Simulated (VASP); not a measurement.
# Tb2PbF (P6/mmm) in VASP: notebook

Tb2PbF is run at these levels: PBE; tasks: single point, relaxation of cell and atoms.

Program: VASP 6.6.1. These are calculated values, not measurements. Logs are shortened: lines on timing, memory, paths and dates and some standing lists are left out, and cuts for length are marked.

### 1 The cell of the first run

Symmetry: P6/mmm, No. 191, hexagonal system. Conventional cell: a = 4.550 Å, b = 4.550 Å, c = 5.256 Å, α = 90.00°, β = 90.00°, γ = 120.00°. Within 3.5 Å of Tb (site symmetry -6m2) lie 3 Tb at 2.63 Å and 3 Pb at 2.63 Å. Within 3.5 Å of Pb (site symmetry 6/mmm) lie 6 Tb at 2.63 Å and 2 F at 2.63 Å. Within 3.5 Å of F (site symmetry 6/mmm) lie 2 Pb at 2.63 Å.

The cell was generated, and may not be a known phase.

### 2 Single point, PBE

The input, INCAR:

```
SYSTEM = Tb2PbF
ALGO = Normal
EDIFF = 1E-6
ENCUT = 600
GGA = PE
GGA_COMPAT = .FALSE.
ISIF = 2
ISMEAR = 0
LASPH = .TRUE.
LCHARG = .FALSE.
LMAXMIX = 6
LREAL = .FALSE.
LWAVE = .FALSE.
NBANDS = 28
NELM = 200
PREC = Accurate
SIGMA = 0.1
```

The input, KPOINTS:

```
k-points
0
G
  6 6 4
  0 0 0
```

The input, POSCAR:

```
Tb2PbF
1.0
    4.5499308700      0.0000000000      0.0000000000
   -2.2749654400      3.9403557200      0.0000000000
    0.0000000000      0.0000000000      5.2561986000
Tb Pb F
2 1 1
Direct
    0.3333333300      0.6666666700      0.0000000000
    0.6666666700      0.3333333300      0.0000000000
    0.0000000000      0.0000000000      0.0000000000
    0.0000000000      0.0000000000      0.5000000000
```

Potentials or basis: VASP PAW PBE potentials, release 64 (Tb_3, Pb_d, F), 4f in core.

Started as:

```
> cat potpaw_PBE.64/Tb_3/POTCAR potpaw_PBE.64/Pb_d/POTCAR potpaw_PBE.64/F/POTCAR > POTCAR
> mpirun -np 1 vasp_std > vasp.out
```

OUTCAR:

```text
SYSTEM = Tb2PbF
   EDIFF = 1E-6
   ENCUT = 600
   GGA = PE
   ISIF = 2
   ISMEAR = 0
   LASPH = .TRUE.
   LREAL = .FALSE.
   NELM = 200
   PREC = Accurate

 ion  position               nearest neighbor table
   1  0.333  0.667  0.000-   2 2.63   2 2.63   3 2.63   3 2.63   3 2.63   2 2.63
   2  0.667  0.333  0.000-   1 2.63   1 2.63   3 2.63   3 2.63   3 2.63   1 2.63
   3  0.000  0.000  0.000-   1 2.63   2 2.63   2 2.63   1 2.63   2 2.63   1 2.63   4 2.63   4 2.63

   4  0.000  0.000  0.500-   3 2.63   3 2.63

  LATTYP: Found a hexagonal cell.
 ALAT       =     4.5499308700
 C/A-ratio  =     1.1552260353

  Lattice vectors:

 A1 = (   4.5499308700,   0.0000000000,   0.0000000000)
 A2 = (  -2.2749654400,   3.9403557200,   0.0000000000)
 A3 = (   0.0000000000,   0.0000000000,   5.2561986000)

Analysis of symmetry for initial positions (statically):
=====================================================================
 Subroutine PRICEL returns:
 Original cell was already a primitive cell.

 Routine SETGRP: Setting up the symmetry group for a
 hexagonal supercell.

 Subroutine GETGRP returns: Found 24 space group operations
 (whereof 24 operations were pure point group operations)
 out of a pool of 24 trial point group operations.

The static configuration has the point symmetry D_6h.

Analysis of symmetry for dynamics (positions and initial velocities):
=====================================================================
 Subroutine PRICEL returns:
 Original cell was already a primitive cell.

 Routine SETGRP: Setting up the symmetry group for a
 hexagonal supercell.

 Subroutine GETGRP returns: Found 24 space group operations
 (whereof 24 operations were pure point group operations)
 out of a pool of 24 trial point group operations.

The dynamic configuration has the point symmetry D_6h.

 Subroutine INISYM returns: Found 24 space group operations
 (whereof 24 operations are pure point group operations),
 and found     1 'primitive' translations

----------------------------------------------------------------------------------------

                                     Primitive cell

  volume of cell :      94.2349

  direct lattice vectors                    reciprocal lattice vectors
     4.549930870  0.000000000  0.000000000     0.219783559  0.126892097  0.000000000
    -2.274965440  3.940355720  0.000000000     0.000000000  0.253784194  0.000000000
     0.000000000  0.000000000  5.256198600     0.000000000  0.000000000  0.190251563

  length of vectors
     4.549930870  4.549930873  5.256198600     0.253784194  0.253784194  0.190251563

  position of ions in fractional coordinates (direct lattice)
     0.333333330  0.666666670  0.000000000
     0.666666670  0.333333330  0.000000000
     0.000000000  0.000000000  0.000000000
     0.000000000  0.000000000  0.500000000

  ion indices of the primitive-cell ions
   primitive index   ion index
                 1           1
                 2           2
                 3           3
                 4           4

----------------------------------------------------------------------------------------

 KPOINTS: k-points

Automatic generation of k-mesh.
 Grid dimensions read from file:
 generate k-points for:    6    6    4

 Generating k-lattice:

  Cartesian coordinates                     Fractional coordinates (reciprocal lattice)
     0.036630593  0.021148683  0.000000000     0.166666667  0.000000000  0.000000000
     0.000000000  0.042297366  0.000000000     0.000000000  0.166666667  0.000000000
     0.000000000  0.000000000  0.047562891     0.000000000  0.000000000  0.250000000

  Length of vectors
     0.042297366  0.042297366  0.047562891

  Shift w.r.t. Gamma in fractional coordinates (k-lattice)
     0.000000000  0.000000000  0.000000000

 Subroutine IBZKPT returns following result:
 ===========================================

 Found     21 irreducible k-points:

 Following reciprocal coordinates:
            Coordinates               Weight
  0.000000  0.000000  0.000000      1.000000
  0.166667  0.000000  0.000000      6.000000
  0.333333  0.000000  0.000000      6.000000
  0.500000  0.000000  0.000000      3.000000
  0.166667  0.166667  0.000000      6.000000
  0.333333  0.166667  0.000000     12.000000
[... 13 lines left out ...]
  0.333333  0.166667  0.500000     12.000000
  0.333333  0.333333  0.500000      2.000000
   k-points           NKPTS =     21   k-points in BZ     NKDIM =     21   number of bands    NBANDS=     28
   number of dos      NEDOS =    301   number of ions     NIONS =      4
   total plane-waves  NPLWV =  54432
   dimension x,y,z NGX =    36 NGY =   36 NGZ =   42
   dimension x,y,z NGXF=    72 NGYF=   72 NGZF=   84
   ions per type =               2   1   1
   NGX,Y,Z   is equivalent  to a cutoff of  13.15, 13.15, 13.28 a.u.
   NGXF,Y,Z  is equivalent  to a cutoff of  26.31, 26.31, 26.57 a.u.
 SYSTEM =  Tb2PbF
   PREC   = accura    normal or accurate (medium, high low for compatibility)
   ISTART =      0    job   : 0-new  1-cont  2-samecut
   ICHARG =      2    charge: 1-file 2-atom 10-const
   ISPIN  =      1    spin polarized calculation?
   LNONCOLLINEAR =      F non collinear calculations
   LSORBIT =      F    spin-orbit coupling
   LASPH  =      T    aspherical Exc in radial PAW
   ENCUT  =  600.0 eV  44.10 Ry    6.64 a.u.   9.09  9.09 10.50*2*pi/ulx,y,z
   NELM   =    200;   NELMIN=  2; NELMDL= -5     # of ELM steps
   EDIFF  = 0.1E-05   stopping-criterion for ELM
   LREAL  =      F    real-space projection
[... 7 lines left out ...]
   TEBEG  =    0.0;   TEEND  =   0.0 temperature during run
   PSTRESS=    0.0 pullay stress
   NELECT =      39.0000    total number of electrons
   NUPDOWN=      -1.0000    fix difference up-down
   EMIN   =  10.00;   EMAX   =-10.00  energy-range for DOS
   EFERMI =   0.00;   METHOD = LEGACY
   ISMEAR =     0;   SIGMA  =   0.10  broadening in eV -4-tet -1-fermi 0-gaus
   EFERMI_NEDOS =   21; number of points for ismear=-14 and -15
   IALGO  =     38    algorithm
   IMIX   =      4    mixing-type and parameters
     AMIX     =   0.40;   BMIX     =  1.00
     AMIX_MAG =   1.60;   BMIX_MAG =  1.00
  volume/ion in A,a.u.               =      23.56       158.98
  Fermi-wavevector in a.u.,A,eV,Ry     =   1.219998  2.305461 20.250837  1.488395
  Thomas-Fermi vector in A             =   2.355230
   LORBIT       =      0    0 simple, 1 ext, 2 COOP (PROOUT), +10 PAW based schemes
   GGA     = PE    functional components
   LHFCALC =     F    Hartree Fock is set to
   AEXX    =    0.0000 exact exchange contribution
   IVDW    =     0    specifies the selected vdW correction
   LEPSILON=     F    determine dielectric tensor
   LRPA    =     F    only Hartree local field effects (RPA)
 non-spin polarized calculation
 Gauss-broadening in eV      SIGMA  =   0.10
  energy-cutoff  :      600.00
  volume of cell :       94.23
 maximum number of plane-waves:      3177
   NGX = 19   NGY = 19   NGZ = 21

 number of electron      39.0000010 magnetization

 Free energy of the ion-electron system (eV)
  ---------------------------------------------------
  ext. energy  EPLUGINS =         0.00000000
  ---------------------------------------------------
  free energy    TOTEN  =        -8.96751191 eV

  energy without entropy =       -8.95816997  energy(sigma->0) =       -8.96284094

 E-fermi :   4.4606     XC(G=0):  -9.5980

 val. band max:        4.4547947825   @ k =   0.1667   0.1667   0.0000
 cond. band min:       4.4780734642   @ k =   0.0000   0.0000   0.0000
 fundamental gap:      0.0232786817
 Fermi energy:         4.4606118783

 k-point     1 :       0.0000    0.0000    0.0000
  band No.  band energies     occupation
      1     -20.0870      2.00000
      2     -20.0870      2.00000
      3     -18.4683      2.00000
      4     -17.7213      2.00000
      5     -17.4750      2.00000
      6     -17.2454      2.00000
[... 20 lines left out ...]
     27       8.7437      0.00000
     28       9.7452      0.00000

 k-point     2 :       0.1667    0.0000    0.0000
  band No.  band energies     occupation
      1     -20.1001      2.00000
      2     -19.9040      2.00000
      3     -18.4209      2.00000
      4     -17.7270      2.00000
      5     -17.5377      2.00000
      6     -17.5285      2.00000
[... 20 lines left out ...]
     27       9.6280      0.00000
     28      11.0547      0.00000

 k-point     3 :       0.3333    0.0000    0.0000
  band No.  band energies     occupation
      1     -20.1251      2.00000
      2     -19.6446      2.00000
      3     -18.2929      2.00000
      4     -17.8150      2.00000
      5     -17.7009      2.00000
      6     -17.6981      2.00000
[... 20 lines left out ...]
     27      11.4312      0.00000
     28      11.4402      0.00000

 k-point     4 :       0.5000    0.0000    0.0000
  band No.  band energies     occupation
      1     -20.1369      2.00000
      2     -19.6187      2.00000
      3     -18.1874      2.00000
      4     -17.8205      2.00000
      5     -17.7241      2.00000
      6     -17.7129      2.00000
[... 485 lines left out ...]
     27       9.5899      0.00000
     28      11.4472      0.00000

 k-point    20 :       0.3333    0.1667    0.5000
  band No.  band energies     occupation
      1     -20.3692      2.00000
      2     -19.2195      2.00000
      3     -18.1884      2.00000
      4     -18.1021      2.00000
      5     -17.8357      2.00000
      6     -17.6741      2.00000
[... 20 lines left out ...]
     27       9.2086      0.00000
     28      10.2120      0.00000

 k-point    21 :       0.3333    0.3333    0.5000
  band No.  band energies     occupation
      1     -20.5360      2.00000
      2     -18.6146      2.00000
      3     -18.6146      2.00000
      4     -18.0143      2.00000
      5     -18.0143      2.00000
      6     -17.6801      2.00000
[... 20 lines left out ...]
     27       9.4450      0.00000
     28      10.0597      0.00000

------------------------ aborting loop because EDIFF is reached ----------------------------------------

  FORCE on cell =-STRESS in cart. coord.  units (eV):
  Direction    XX          YY          ZZ          XY          YZ          ZX
  --------------------------------------------------------------------------------------
  -------------------------------------------------------------------------------------
  Total       36.1190151     36.1190151     -0.4012081     -0.0000000     -0.0000000      0.0000000
  in kB      614.0934812    614.0934816     -6.8213179     -0.0000008     -0.0000000      0.0000000
  external PRESSURE =     407.1218816 kB  Pullay stress =       0.0000000 kB

 VOLUME and BASIS-vectors are now :
 -----------------------------------------------------------------------------
  energy-cutoff  :      600.00
  volume of cell :       94.23
      direct lattice vectors                 reciprocal lattice vectors
     4.549930870  0.000000000  0.000000000     0.219783559  0.126892097  0.000000000
    -2.274965440  3.940355720  0.000000000     0.000000000  0.253784194  0.000000000
     0.000000000  0.000000000  5.256198600     0.000000000  0.000000000  0.190251563

 POSITION                                       TOTAL-FORCE (eV/Angst)
 -----------------------------------------------------------------------------------
     -0.00000      2.62690      0.00000        -0.000000      0.000000      0.000000
      2.27497      1.31345      0.00000         0.000000      0.000000      0.000000
      0.00000      0.00000      0.00000         0.000000     -0.000000      0.000000
      0.00000      0.00000      2.62810         0.000000     -0.000000      0.000000
 -----------------------------------------------------------------------------------
    total drift:                               -0.000000      0.000000     -0.000000

  FREE ENERGIE OF THE ION-ELECTRON SYSTEM (eV)
  ---------------------------------------------------
  free  energy   TOTEN  =        -8.9675119109 eV

  energy  without entropy=       -8.9581699653  energy(sigma->0) =       -8.96284094
```

Run time: 48 s. Hardware: 1 thread of Intel Xeon Platinum 8488C (Sapphire Rapids), shared host; peak memory 0.26 GiB.

Results:

```
Free energy            : -8.9675 eV
Pressure               : 40.7 GPa
Band gap on the k mesh : zero (an odd number of electrons rules out a gap without spin polarisation)
```

Caveat: the stress differs along the axes, from -1 to 61 GPa; spin-orbit coupling is left out, which moves the levels of the heavy elements; the 4f electrons are frozen in the core, so they carry no moment and show no levels; the run has no spin polarisation, though such a crystal can be magnetic. Spin polarisation is off, so any magnetic state and its effect on volume and gap are missing.

[end of part 1 of 2]

The gap in the log of VASP goes by the Fermi energy; the results here count the filled bands.